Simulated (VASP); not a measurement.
# BaMg2N2 (P6/mmm) in VASP: notebook

Runs on BaMg2N2. Level: PBE. Tasks: single point.

Everything below comes from runs of VASP 6.6.1. Logs are shortened: lines on timing, memory, paths and dates and some standing lists are left out, and cuts for length are marked.

### Step 1. The cell of the first run

The structure is hexagonal, space group P6/mmm (No. 191). The conventional cell has a = 4.079 Å, b = 4.079 Å, c = 7.605 Å, α = 90.00°, β = 90.00°, γ = 120.00°. Within 2.8 Å of Ba (site symmetry 6/mmm) lie 2 N at 2.14 Å. Within 3.1 Å of Mg (site symmetry -6m2) lie 3 Mg at 2.35 Å and 6 N at 2.88 Å. Within 2.8 Å of N (site symmetry 6mm) lie 1 Ba at 2.14 Å.

### Step 2. Single point, PBE

INCAR

```
ALGO = Normal
EDIFF = 1E-6
ENCUT = 520
GGA = PE
ISIF = 2
ISMEAR = 0
LASPH = True
LCHARG = False
LREAL = False
LWAVE = False
NBANDS = 20
NELM = 80
PREC = Accurate
SIGMA = 0.1
```

KPOINTS

```
k-points
0
Gamma
  6 6 2
```

POSCAR

```
BaMg2N2
1.0
    4.0785328800      0.0000000000      0.0000000000
   -2.0392664400      3.5321130900      0.0000000000
    0.0000000000      0.0000000000      7.6047730500
Ba Mg N
1 2 2
Direct
    0.0000000000      0.0000000000      0.0000000000
    0.3333333300      0.6666666700      0.5000000000
    0.6666666700      0.3333333300      0.5000000000
    0.0000000000      0.0000000000      0.2816899800
    0.0000000000      0.0000000000      0.7183100200
```

Potentials or basis: VASP PAW PBE potentials, release 64 (Ba_sv, Mg, N).

Started as:

```sh
cat potpaw_PBE.64/Ba_sv/POTCAR potpaw_PBE.64/Mg/POTCAR potpaw_PBE.64/N/POTCAR > POTCAR
mpirun -np 1 vasp_std > vasp.out
```

OUTCAR:

```text
EDIFF = 1E-6
   ENCUT = 520
   GGA = PE
   ISIF = 2
   ISMEAR = 0
   LASPH = True
   LREAL = False
   NELM = 80
   PREC = Accurate

 ion  position               nearest neighbor table
   1  0.000  0.000  0.000-   4 2.14   5 2.14
   2  0.333  0.667  0.500-   3 2.35   3 2.35   3 2.35
   3  0.667  0.333  0.500-   2 2.35   2 2.35   2 2.35
   4  0.000  0.000  0.282-   1 2.14
   5  0.000  0.000  0.718-   1 2.14

  LATTYP: Found a hexagonal cell.
 ALAT       =     4.0785328800
 C/A-ratio  =     1.8645854462

  Lattice vectors:

 A1 = (   4.0785328800,   0.0000000000,   0.0000000000)
 A2 = (  -2.0392664400,   3.5321130900,   0.0000000000)
 A3 = (   0.0000000000,   0.0000000000,   7.6047730500)

Analysis of symmetry for initial positions (statically):
=====================================================================
 Subroutine PRICEL returns:
 Original cell was already a primitive cell.

 Routine SETGRP: Setting up the symmetry group for a
 hexagonal supercell.

 Subroutine GETGRP returns: Found 24 space group operations
 (whereof 24 operations were pure point group operations)
 out of a pool of 24 trial point group operations.

The static configuration has the point symmetry D_6h.

Analysis of symmetry for dynamics (positions and initial velocities):
=====================================================================
 Subroutine PRICEL returns:
 Original cell was already a primitive cell.

 Routine SETGRP: Setting up the symmetry group for a
 hexagonal supercell.

 Subroutine GETGRP returns: Found 24 space group operations
 (whereof 24 operations were pure point group operations)
 out of a pool of 24 trial point group operations.

The dynamic configuration has the point symmetry D_6h.

 Subroutine INISYM returns: Found 24 space group operations
 (whereof 24 operations are pure point group operations),
 and found     1 'primitive' translations

----------------------------------------------------------------------------------------

                                     Primitive cell

  volume of cell :     109.5531

  direct lattice vectors                    reciprocal lattice vectors
[... 78 lines left out ...]
   LSORBIT =      F    spin-orbit coupling
   LASPH  =      T    aspherical Exc in radial PAW
   ENCUT  =  520.0 eV  38.22 Ry    6.18 a.u.   7.58  7.58 14.14*2*pi/ulx,y,z
   NELM   =     80;   NELMIN=  2; NELMDL= -5     # of ELM steps
   EDIFF  = 0.1E-05   stopping-criterion for ELM
   LREAL  =      F    real-space projection
   EDIFFG = 0.1E-04   stopping-criterion for IOM
   NSW    =      0    number of steps for IOM
   IBRION =     -1    ionic relax: 0-MD 1-quasi-New 2-CG
   NFREE  =      0    steps in history (QN), initial steepest desc. (CG)
   ISIF   =      2    stress and relaxation
   ISYM   =      2    0-nonsym 1-usesym 2-fastsym
   POTIM  = 0.5000    time-step for ionic-motion
   TEBEG  =    0.0;   TEEND  =   0.0 temperature during run
   PSTRESS=    0.0 pullay stress
   NELECT =      24.0000    total number of electrons
   NUPDOWN=      -1.0000    fix difference up-down
   EMIN   =  10.00;   EMAX   =-10.00  energy-range for DOS
   EFERMI =   0.00;   METHOD = LEGACY
   ISMEAR =     0;   SIGMA  =   0.10  broadening in eV -4-tet -1-fermi 0-gaus
   EFERMI_NEDOS =   21; number of points for ismear=-14 and -15
   IALGO  =     38    algorithm
   IMIX   =      4    mixing-type and parameters
     AMIX     =   0.40;   BMIX     =  1.00
     AMIX_MAG =   1.60;   BMIX_MAG =  1.00
  volume/ion in A,a.u.               =      21.91       147.86
  Fermi-wavevector in a.u.,A,eV,Ry     =   0.986894  1.864958 13.251515  0.973959
  Thomas-Fermi vector in A             =   2.118308
   LORBIT       =      0    0 simple, 1 ext, 2 COOP (PROOUT), +10 PAW based schemes
   GGA     = PE    functional components
   LHFCALC =     F    Hartree Fock is set to
   AEXX    =    0.0000 exact exchange contribution
   IVDW    =     0    specifies the selected vdW correction
   LEPSILON=     F    determine dielectric tensor
   LRPA    =     F    only Hartree local field effects (RPA)
 non-spin polarized calculation
 Gauss-broadening in eV      SIGMA  =   0.10
  energy-cutoff  :      520.00
  volume of cell :      109.55
 maximum number of plane-waves:      2972
   NGX = 15   NGY = 15   NGZ = 29

 number of electron      24.0000001 magnetization

 Free energy of the ion-electron system (eV)
  ---------------------------------------------------
  ext. energy  EPLUGINS =         0.00000000
  ---------------------------------------------------
  free energy    TOTEN  =       -14.77841928 eV

  energy without entropy =      -14.76240468  energy(sigma->0) =      -14.77041198

 E-fermi :   2.7883     XC(G=0):  -8.6248

 val. band max:        2.7846253072   @ k =   0.5000   0.0000   0.5000
 cond. band min:       2.8367139124   @ k =   0.3333   0.1667   0.5000
 fundamental gap:      0.0520886052
 Fermi energy:         2.7883106114

 k-point     1 :       0.0000    0.0000    0.0000
  band No.  band energies     occupation
      1     -25.3345      2.00000
      2     -13.5044      2.00000
      3     -10.6780      2.00000
      4     -10.1891      2.00000
      5     -10.1891      2.00000
      6      -7.1234      2.00000
[... 311 lines left out ...]
     19       7.1869      0.00000
     20       8.2805      0.00000

------------------------ aborting loop because EDIFF is reached ----------------------------------------

  FORCE on cell =-STRESS in cart. coord.  units (eV):
  Direction    XX          YY          ZZ          XY          YZ          ZX
  --------------------------------------------------------------------------------------
  -------------------------------------------------------------------------------------
  Total        4.3267417      4.3267417      0.8830670      0.0000000      0.0000000     -0.0000000
  in kB       63.2771225     63.2771227     12.9145541      0.0000000      0.0000000     -0.0000000
  external PRESSURE =      46.4895998 kB  Pullay stress =       0.0000000 kB

 VOLUME and BASIS-vectors are now :
 -----------------------------------------------------------------------------
  energy-cutoff  :      520.00
  volume of cell :      109.55
      direct lattice vectors                 reciprocal lattice vectors
     4.078532880  0.000000000  0.000000000     0.245186205  0.141558321  0.000000000
    -2.039266440  3.532113090  0.000000000     0.000000000  0.283116643  0.000000000
     0.000000000  0.000000000  7.604773050     0.000000000  0.000000000  0.131496363

 POSITION                                       TOTAL-FORCE (eV/Angst)
 -----------------------------------------------------------------------------------
      0.00000      0.00000      0.00000         0.000000      0.000000     -0.000000
     -0.00000      2.35474      3.80239        -0.000000      0.000000     -0.000000
      2.03927      1.17737      3.80239        -0.000000      0.000000     -0.000000
      0.00000      0.00000      2.14219         0.000000     -0.000000      4.755358
      0.00000      0.00000      5.46258         0.000000      0.000000     -4.755358
 -----------------------------------------------------------------------------------
    total drift:                                0.000000     -0.000000     -0.000000

  FREE ENERGIE OF THE ION-ELECTRON SYSTEM (eV)
  ---------------------------------------------------
  free  energy   TOTEN  =       -14.7784192778 eV

  energy  without entropy=      -14.7624046769  energy(sigma->0) =      -14.77041198
```

OSZICAR:

```text
N       E                     dE             d eps       ncg     rms          rms(c)
DAV:   1     0.127055030262E+03    0.12706E+03   -0.10469E+04   560   0.103E+03
DAV:   2    -0.892916302057E+01   -0.13598E+03   -0.12995E+03   808   0.194E+02
DAV:   3    -0.214886635401E+02   -0.12560E+02   -0.12340E+02   676   0.610E+01
DAV:   4    -0.218024611132E+02   -0.31380E+00   -0.31300E+00   828   0.932E+00
DAV:   5    -0.218069825763E+02   -0.45215E-02   -0.45208E-02   692   0.963E-01    0.199E+01
DAV:   6    -0.172075333927E+02    0.45994E+01   -0.88631E+01   676   0.327E+01    0.131E+01
DAV:   7    -0.148319278362E+02    0.23756E+01   -0.80919E+00   648   0.137E+01    0.590E+00
DAV:   8    -0.148068004711E+02    0.25127E-01   -0.12179E+00   616   0.601E+00    0.210E+00
DAV:   9    -0.147771940122E+02    0.29606E-01   -0.12332E-01   720   0.167E+00    0.454E-01
DAV:  10    -0.147787361298E+02   -0.15421E-02   -0.10640E-02   644   0.579E-01    0.267E-01
DAV:  11    -0.147783521380E+02    0.38399E-03   -0.13468E-03   676   0.177E-01    0.124E-01
DAV:  12    -0.147784171382E+02   -0.65000E-04   -0.61249E-04   764   0.111E-01    0.245E-02
DAV:  13    -0.147784192135E+02   -0.20753E-05   -0.11312E-05   676   0.205E-02    0.147E-02
DAV:  14    -0.147784192778E+02   -0.64276E-07   -0.38083E-06   628   0.119E-02
   1 F= -.14778419E+02 E0= -.14770412E+02  d E =-.160146E-01
```

Wall time 37 s (1 thread of Oxide Virtual Turin-like, shared host); peak memory 0.2 GiB.

Results:

- Free energy: -14.7784 eV
- Pressure: 4.6 GPa
- Largest force: 4.755 eV/Å
- Band gap on the k mesh: zero (band 12 reaches 3.58 eV, above the bottom of band 13 at 1.84 eV)

Forces on the atoms (eV/Å):
```
Ba   0.000  0.000  0.000
Mg   0.000  0.000  0.000
Mg   0.000  0.000  0.000
N    0.000  0.000  4.755
N    0.000  0.000 -4.755
```

Stress tensor (GPa, compression positive):
```
6.33 0.00 0.00
0.00 6.33 0.00
0.00 0.00 1.29
```

Caveat: the k points lie up to 0.41 Å⁻¹ apart; spin-orbit coupling is left out, which moves the levels of the heavy elements; forces of over 1 eV/Å act on the atoms, so gaps and moduli don't describe the material at rest.

### Step 3. Single point, PBE

This run uses another cell than the first one, of 31.77 Å³/atom, 1.450 times its volume.

INCAR

```
SYSTEM = BaMg2N2
PREC = Accurate
ENCUT = 520
EDIFF = 1E-6
ISMEAR = 0
SIGMA = 0.1
LREAL = .False.
LASPH = .True.
NELM = 60
ALGO = Normal
ISIF = 2
LWAVE = .False.
LCHARG = .False.
GGA = PE
NBANDS = 20
```

KPOINTS

```
regular mesh
0
Gamma
  6 6 2
  0 0 0
```

POSCAR

```
BaMg2N2
1.0
    5.3657320528      0.0000000000      0.0000000000
   -2.6828660264      4.6468602676      0.0000000000
    0.0000000000      0.0000000000      6.3716154105
Ba Mg N
1 2 2
Direct
    0.0000000000      0.0000000000      0.0000000000
    0.3333333333      0.6666666667      0.5000000000
    0.6666666667      0.3333333333      0.5000000000
    0.0000000000      0.0000000000      0.4089293226
    0.0000000000      0.0000000000      0.5910706774
```

Potentials or basis: VASP PAW PBE potentials, release 64 (Ba_sv, Mg, N).

Started as:

```sh
cat potpaw_PBE.64/Ba_sv/POTCAR potpaw_PBE.64/Mg/POTCAR potpaw_PBE.64/N/POTCAR > POTCAR
mpirun -np 1 vasp_std > vasp.out
```

Wall time 53 s (1 thread of Oxide Virtual Turin-like, shared host); peak memory 0.25 GiB.

The run converged. Its results:

```yaml
Free_energy: -20.4931 eV
Pressure: 0.7 GPa
Largest_force: 0.581 eV/Å
Band_gap_on_the_k_mesh: zero (band 12 reaches 2.20 eV, above the bottom of band 13 at 0.75 eV)
```

Forces on the atoms (eV/Å):
```
Ba   0.000  0.000  0.000
Mg   0.000  0.000  0.000
Mg   0.000  0.000  0.000
N    0.000  0.000 -0.581
N    0.000  0.000  0.581
```

Stress tensor (GPa, compression positive):
```
0.28 0.00 0.00
0.00 0.28 0.00
0.00 0.00 1.48
```

Levels at points of the mesh, in eV from the Fermi level:
| k point | band 9 | band 10 | band 11 | band 12 | band 13 | band 14 | band 15 | band 16 |
| --- | --- | --- | --- | --- | --- | --- | --- | --- |
| (0.00, 0.00, 0.00) | -7.14 | -3.24 | 0.28 | 0.28 | 0.63 | 0.75 | 1.07 | 1.07 |
| (0.50, 0.00, 0.00) | -7.02 | -1.71 | -1.51 | -0.77 | 0.10 | 1.82 | 1.84 | 2.62 |
| (0.00, 0.00, 0.50) | -5.94 | -2.88 | -1.31 | 0.99 | 0.99 | 1.64 | 1.64 | 2.08 |
| (0.50, 0.00, 0.50) | -5.79 | -1.61 | -1.12 | -0.39 | 0.20 | 0.83 | 1.64 | 2.08 |

Caveat: the k points lie up to 0.49 Å⁻¹ apart; the standard files for N, O and F lose accuracy on very short bonds; spin-orbit coupling is left out, which moves the levels of the heavy elements.

### Step 4. Single point, PBE

This run uses another cell than the first one, of 32.22 Å³/atom, 1.471 times its volume.

INCAR

```
  ALGO = Normal
  EDIFF = 1E-6
  ENCUT = 520
  GGA = PE
  ISIF = 2
  ISMEAR = 0
  LASPH = True
  LCHARG = False
  LREAL = False
  LWAVE = False
  NBANDS = 20
  NELM = 60
  PREC = Accurate
  SIGMA = 0.1
```

KPOINTS

```
k-points
0
Gamma
  6 6 4
```

POSCAR

```
BaMg2N2
1.0
    5.3887825109      0.0000000000      0.0000000000
   -2.6943912554      4.6668225499      0.0000000000
    0.0000000000      0.0000000000      6.4059391397
Ba Mg N
1 2 2
Direct
    0.0000000000      0.0000000000      0.0000000000
    0.3333333333      0.6666666667      0.5000000000
    0.6666666667      0.3333333333      0.5000000000
    0.0000000000      0.0000000000      0.4095759094
    0.0000000000      0.0000000000      0.5904240906
```

Started as:

```sh
cat potpaw_PBE.64/Ba_sv/POTCAR potpaw_PBE.64/Mg/POTCAR potpaw_PBE.64/N/POTCAR > POTCAR
mpirun -np 1 vasp_std > vasp.out
```

Run time: 93 s. Hardware: 1 thread of Oxide Virtual Turin-like, shared host; peak memory 0.26 GiB.

The run converged. Its results:

```yaml
Free_energy: -20.4747 eV
Pressure: 0.5 GPa
Largest_force: 0.603 eV/Å
Band_gap_on_the_k_mesh: zero (band 12 reaches 2.12 eV, above the bottom of band 13 at 0.71 eV)
```

Forces on the atoms (eV/Å):
```
Ba   0.000  0.000  0.000
Mg   0.000  0.000  0.000
Mg   0.000  0.000  0.000
N    0.000  0.000 -0.603
N    0.000  0.000  0.603
```

Stress tensor (GPa, compression positive):
```
0.03 0.00 0.00
0.00 0.03 0.00
0.00 0.00 1.39
```

Levels at points of the mesh, in eV from the Fermi level:
```
           k point  band 10  band 11  band 12  band 13  band 14  band 15
(0.00, 0.00, 0.00)    -3.28     0.21     0.21     0.56     0.69     1.02
(0.50, 0.00, 0.00)    -1.79    -1.56    -0.81     0.04     1.73     1.76
(0.00, 0.00, 0.50)    -2.94    -1.34     0.91     0.91     1.58     1.58
(0.50, 0.00, 0.50)    -1.69    -1.18    -0.44     0.15     0.75     1.55
```

Caveat: the standard files for N, O and F lose accuracy on very short bonds; spin-orbit coupling is left out, which moves the levels of the heavy elements.

### Step 5. The runs side by side

| cell | k mesh | gap on the mesh (eV) | pressure (GPa) | largest force (eV/Å) |
| --- | --- | --- | --- | --- |
| a = 4.079, b = 4.079, c = 7.605 Å, angles 90.0, 90.0, 120.0°, 5 atoms | 6 × 6 × 2 | none | 4.6 | 4.76 |
| a = 5.366, b = 5.366, c = 6.372 Å, angles 90.0, 90.0, 120.0°, 5 atoms | 6 × 6 × 2 | none | 0.7 | 0.58 |
| a = 5.389, b = 5.389, c = 6.406 Å, angles 90.0, 90.0, 120.0°, 5 atoms | 6 × 6 × 4 | none | 0.5 | 0.60 |

Alike in all rows: task single point; level PBE; potentials or basis VASP PAW PBE potentials, release 64 (Ba_sv, Mg, N); no spin polarisation; cutoff (eV) 520; smearing gaussian 0.1 eV.

Caveats: some runs use coarse meshes; spin-orbit coupling is left out, which moves the levels of the heavy elements; the standard files for N, O and F lose accuracy on very short bonds (some runs); forces of over 1 eV/Å act on the atoms, so gaps and moduli don't describe the material at rest (some runs).

Total energies depend on the potentials used, so only differences within one code and one set of settings carry meaning.
